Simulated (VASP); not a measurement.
# Mg in VASP: further runs

Mg is run at these levels: PBEsol; tasks: electric field gradients.

Program: VASP 6.6.1. These are calculated values, not measurements. Logs are shortened: lines on timing, memory, paths and dates and some standing lists are left out, and cuts for length are marked.

**1. The cell of the first run**

Symmetry: Im-3m, No. 229, cubic system. The conventional cell has a = 2.953 Å, b = 2.953 Å, c = 2.953 Å, α = 90.00°, β = 90.00°, γ = 90.00°. Mg (site symmetry m-3m) has 14 Mg at 2.56 to 2.95 Å within 3.4 Å.

**2. Electric field gradients, PBEsol**

Input file INCAR:

```
PREC     = Accurate       # precision mode
ENCUT    = 520            # plane-wave cutoff, eV
EDIFF    = 1E-8           # SCF threshold, eV
ISMEAR   = -1             # smearing method
SIGMA    = 0.05           # smearing width, eV
LREAL    = F              # projectors in reciprocal space
LASPH    = T              # aspherical terms in the spheres
NELM     = 80             # most SCF steps
ALGO     = Normal         # electronic algorithm
ISIF     = 2              # what is computed and relaxed
LWAVE    = F              # write WAVECAR
LCHARG   = F              # write CHGCAR
GGA      = PS             # functional
LEFG     = T            
NBANDS   = 7              # bands
```

Input file KPOINTS:

```
regular mesh
0
Gamma
  16 16 16
```

Input file POSCAR:

```
Mg
1.0
   -1.4765000000      1.4765000000      1.4765000000
    1.4765000000     -1.4765000000      1.4765000000
    1.4765000000      1.4765000000     -1.4765000000
Mg
1
Direct
    0.0000000000      0.0000000000      0.0000000000
```

Potentials or basis: VASP PAW PBE potentials, release 64 (Mg).

Run with:

```bash
cat potpaw_PBE.64/Mg/POTCAR > POTCAR
mpirun -np 1 vasp_std > vasp.out
```

OUTCAR:

```text
PREC = Accurate
   ENCUT = 520
   EDIFF = 1E-8
   ISMEAR = -1
   LREAL = F
   LASPH = T
   NELM = 80
   ISIF = 2
   GGA = PS

 ion  position               nearest neighbor table
   1  0.000  0.000  0.000-

  LATTYP: Found a body centered cubic cell.
 ALAT       =     2.9530000000

  Lattice vectors:

 A1 = (  -1.4765000000,   1.4765000000,   1.4765000000)
 A2 = (   1.4765000000,  -1.4765000000,   1.4765000000)
 A3 = (   1.4765000000,   1.4765000000,  -1.4765000000)

Analysis of symmetry for initial positions (statically):
=====================================================================
 Subroutine PRICEL returns:
 Original cell was already a primitive cell.

 Routine SETGRP: Setting up the symmetry group for a
 body centered cubic supercell.

 Subroutine GETGRP returns: Found 48 space group operations
 (whereof 48 operations were pure point group operations)
 out of a pool of 48 trial point group operations.

The static configuration has the point symmetry O_h .

Analysis of symmetry for dynamics (positions and initial velocities):
=====================================================================
 Subroutine PRICEL returns:
 Original cell was already a primitive cell.

 Routine SETGRP: Setting up the symmetry group for a
 body centered cubic supercell.

 Subroutine GETGRP returns: Found 48 space group operations
 (whereof 48 operations were pure point group operations)
 out of a pool of 48 trial point group operations.

The dynamic configuration has the point symmetry O_h .

 Subroutine INISYM returns: Found 48 space group operations
 (whereof 48 operations are pure point group operations),
 and found     1 'primitive' translations

----------------------------------------------------------------------------------------

                                     Primitive cell

  volume of cell :      12.8754

  direct lattice vectors                    reciprocal lattice vectors
    -1.476500000  1.476500000  1.476500000     0.000000000  0.338638673  0.338638673
     1.476500000 -1.476500000  1.476500000     0.338638673  0.000000000  0.338638673
     1.476500000  1.476500000 -1.476500000     0.338638673  0.338638673  0.000000000

  length of vectors
     2.557373017  2.557373017  2.557373017     0.478907403  0.478907403  0.478907403

  position of ions in fractional coordinates (direct lattice)
     0.000000000  0.000000000  0.000000000

  ion indices of the primitive-cell ions
   primitive index   ion index
                 1           1

----------------------------------------------------------------------------------------

 KPOINTS: regular mesh

Automatic generation of k-mesh.
 Grid dimensions read from file:
 generate k-points for:   16   16   16

 Generating k-lattice:

  Cartesian coordinates                     Fractional coordinates (reciprocal lattice)
     0.000000000  0.021164917  0.021164917     0.062500000  0.000000000  0.000000000
     0.021164917  0.000000000  0.021164917     0.000000000  0.062500000  0.000000000
     0.021164917  0.021164917  0.000000000     0.000000000  0.000000000  0.062500000

  Length of vectors
     0.029931713  0.029931713  0.029931713

  Shift w.r.t. Gamma in fractional coordinates (k-lattice)
     0.000000000  0.000000000  0.000000000

 Subroutine IBZKPT returns following result:
 ===========================================

 Found    145 irreducible k-points:

 Following reciprocal coordinates:
            Coordinates               Weight
  0.000000  0.000000  0.000000      1.000000
  0.062500  0.000000  0.000000     12.000000
  0.125000  0.000000  0.000000     12.000000
  0.187500  0.000000  0.000000     12.000000
  0.250000  0.000000  0.000000     12.000000
  0.312500  0.000000  0.000000     12.000000
[... 16 lines left out ...]
  0.187500  0.187500  0.000000     24.000000
  0.250000  0.187500  0.000000     48.000000
 [... further k-points ...]
   k-points           NKPTS =    145   k-points in BZ     NKDIM =    145   number of bands    NBANDS=      7
   number of dos      NEDOS =    301   number of ions     NIONS =      1
   total plane-waves  NPLWV =   8000
   dimension x,y,z NGX =    20 NGY =   20 NGZ =   20
   dimension x,y,z NGXF=    40 NGYF=   40 NGZF=   40
   ions per type =               1
   NGX,Y,Z   is equivalent  to a cutoff of  13.00, 13.00, 13.00 a.u.
   NGXF,Y,Z  is equivalent  to a cutoff of  26.00, 26.00, 26.00 a.u.
 SYSTEM =  unknown system
   PREC   = accura    normal or accurate (medium, high low for compatibility)
   ISTART =      0    job   : 0-new  1-cont  2-samecut
   ICHARG =      2    charge: 1-file 2-atom 10-const
   ISPIN  =      1    spin polarized calculation?
   LNONCOLLINEAR =      F non collinear calculations
   LSORBIT =      F    spin-orbit coupling
   LASPH  =      T    aspherical Exc in radial PAW
   ENCUT  =  520.0 eV  38.22 Ry    6.18 a.u.   4.76  4.76  4.76*2*pi/ulx,y,z
   NELM   =     80;   NELMIN=  2; NELMDL= -5     # of ELM steps
   EDIFF  = 0.1E-07   stopping-criterion for ELM
   LREAL  =      F    real-space projection
   EDIFFG = 0.1E-06   stopping-criterion for IOM
   NSW    =      0    number of steps for IOM
   IBRION =     -1    ionic relax: 0-MD 1-quasi-New 2-CG
   NFREE  =      0    steps in history (QN), initial steepest desc. (CG)
   ISIF   =      2    stress and relaxation
   ISYM   =      2    0-nonsym 1-usesym 2-fastsym
   POTIM  = 0.5000    time-step for ionic-motion
   TEBEG  =    0.0;   TEEND  =   0.0 temperature during run
   PSTRESS=    0.0 pullay stress
   NELECT =       2.0000    total number of electrons
   NUPDOWN=      -1.0000    fix difference up-down
   EMIN   =  10.00;   EMAX   =-10.00  energy-range for DOS
   EFERMI =   0.00;   METHOD = LEGACY
   ISMEAR =    -1;   SIGMA  =   0.05  broadening in eV -4-tet -1-fermi 0-gaus
   EFERMI_NEDOS =   21; number of points for ismear=-14 and -15
   IALGO  =     38    algorithm
   IMIX   =      4    mixing-type and parameters
     AMIX     =   0.40;   BMIX     =  1.00
     AMIX_MAG =   1.60;   BMIX_MAG =  1.00
  volume/ion in A,a.u.               =      12.88        86.89
  Fermi-wavevector in a.u.,A,eV,Ry     =   0.880031  1.663018 10.537098  0.774455
  Thomas-Fermi vector in A             =   2.000336
   LORBIT       =      0    0 simple, 1 ext, 2 COOP (PROOUT), +10 PAW based schemes
   GGA     = PS    functional components
   LHFCALC =     F    Hartree Fock is set to
   AEXX    =    0.0000 exact exchange contribution
   IVDW    =     0    specifies the selected vdW correction
   LEPSILON=     F    determine dielectric tensor
   LRPA    =     F    only Hartree local field effects (RPA)
 non-spin polarized calculation
  energy-cutoff  :      520.00
  volume of cell :       12.88
 maximum number of plane-waves:       370
   NGX =  9   NGY =  9   NGZ =  9

 number of electron       2.0000000 magnetization

 Free energy of the ion-electron system (eV)
  ---------------------------------------------------
  ext. energy  EPLUGINS =         0.00000000
  ---------------------------------------------------
  free energy    TOTEN  =        -0.53707617 eV

  energy without entropy =       -0.53476031  energy(sigma->0) =       -0.53591824

 E-fermi :   6.4849     XC(G=0): -10.5764

 val. band max:        6.4421657493   @ k =   0.3750   0.1250   0.1250
 cond. band min:       6.5292511311   @ k =   0.3750   0.1875   0.0625
 fundamental gap:      0.0870853818
 Fermi energy:         6.4848670947

 k-point     1 :       0.0000    0.0000    0.0000
  band No.  band energies     occupation
      1      -3.3363      2.00000
      2      23.9057      0.00000
      3      23.9057      0.00000
      4      23.9057      0.00000
      5      26.6789      0.00000
      6      26.6789      0.00000
      7      28.4571      0.00000

 k-point     2 :       0.0625    0.0000    0.0000
  band No.  band energies     occupation
      1      -3.2000      2.00000
      2      22.6377      0.00000
      3      23.1781      0.00000
      4      23.7505      0.00000
      5      25.6262      0.00000
      6      25.8287      0.00000
      7      29.3615      0.00000
[... 201 lines left out ...]
 k-point    23 :       0.1875    0.1875    0.0000
  band No.  band energies     occupation
      1       0.2222      2.00000
      2      12.6710      0.00000
      3      14.7259      0.00000
      4      20.9303      0.00000
      5      24.1981      0.00000
      6      27.3621      0.00000
      7      31.0951      0.00000

 k-point    24 :       0.2500    0.1875    0.0000
  band No.  band energies     occupation
      1       1.4770      2.00000
      2      10.7308      0.00000
      3      13.5794      0.00000
      4      20.3433      0.00000
      5      24.2608      0.00000
      6      27.7918      0.00000
      7      30.9279      0.00000

 [... further k-points ...]

------------------------ aborting loop because EDIFF is reached ----------------------------------------

  FORCE on cell =-STRESS in cart. coord.  units (eV):
  Direction    XX          YY          ZZ          XY          YZ          ZX
  --------------------------------------------------------------------------------------
  -------------------------------------------------------------------------------------
  Total        4.9353612      4.9353612      4.9353612      0.0000000     -0.0000000      0.0000000
  in kB      614.1425439    614.1425439    614.1425439      0.0000000     -0.0000000      0.0000000
  external PRESSURE =     614.1425439 kB  Pullay stress =       0.0000000 kB

 VOLUME and BASIS-vectors are now :
 -----------------------------------------------------------------------------
  energy-cutoff  :      520.00
  volume of cell :       12.88
      direct lattice vectors                 reciprocal lattice vectors
    -1.476500000  1.476500000  1.476500000     0.000000000  0.338638673  0.338638673
     1.476500000 -1.476500000  1.476500000     0.338638673  0.000000000  0.338638673
     1.476500000  1.476500000 -1.476500000     0.338638673  0.338638673  0.000000000

 POSITION                                       TOTAL-FORCE (eV/Angst)
 -----------------------------------------------------------------------------------
      0.00000      0.00000      0.00000         0.000000     -0.000000     -0.000000
 -----------------------------------------------------------------------------------
    total drift:                                0.000000      0.000000     -0.000000

  FREE ENERGIE OF THE ION-ELECTRON SYSTEM (eV)
  ---------------------------------------------------
  free  energy   TOTEN  =        -0.5370761724 eV

  energy  without entropy=       -0.5347603097  energy(sigma->0) =       -0.53591824

 Electric field gradients (V/A^2)
---------------------------------------------------------------------
 ion       V_xx      V_yy      V_zz      V_xy      V_xz      V_yz
---------------------------------------------------------------------
   1      -0.000    -0.000    -0.000     0.000     0.000     0.000
---------------------------------------------------------------------

 Electric field gradients after diagonalization (V/A^2)
 (convention: |V_zz| > |V_xx| > |V_yy|)
----------------------------------------------------------------------
 ion       V_xx      V_yy      V_zz     asymmetry (V_yy - V_xx)/ V_zz
----------------------------------------------------------------------
   1      -0.000    -0.000     0.000       0.000
----------------------------------------------------------------------

           NMR quadrupolar parameters

 Cq : quadrupolar parameter    Cq=e*Q*V_zz/h
 eta: asymmetry parameters     (V_yy - V_xx)/ V_zz
 Q  : nuclear electric quadrupole moment in mb (millibarn)
----------------------------------------------------------------------
 ion       Cq(MHz)       eta       Q (mb)
----------------------------------------------------------------------
   1       0.000       0.000       1.000
----------------------------------------------------------------------
```

Wall time 11 s (1 thread of Intel Xeon Platinum 8375C at 2.90GHz (Ice Lake), shared host); peak memory 0.13 GiB.

What came out:

```yaml
Free_energy: -0.5371 eV
Pressure: 61.4 GPa
Band_gap_on_the_k_mesh: zero (band 1 reaches 10.40 eV, above the bottom of band 2 at 5.57 eV)
```

Caveat: without QUAD_EFG the Cq values of the log hold for a quadrupole moment of 1 mb, not for the nuclei; the PAW data sets were made with another functional, which shifts forces and pressure a little.

[end of part 1 of 2]
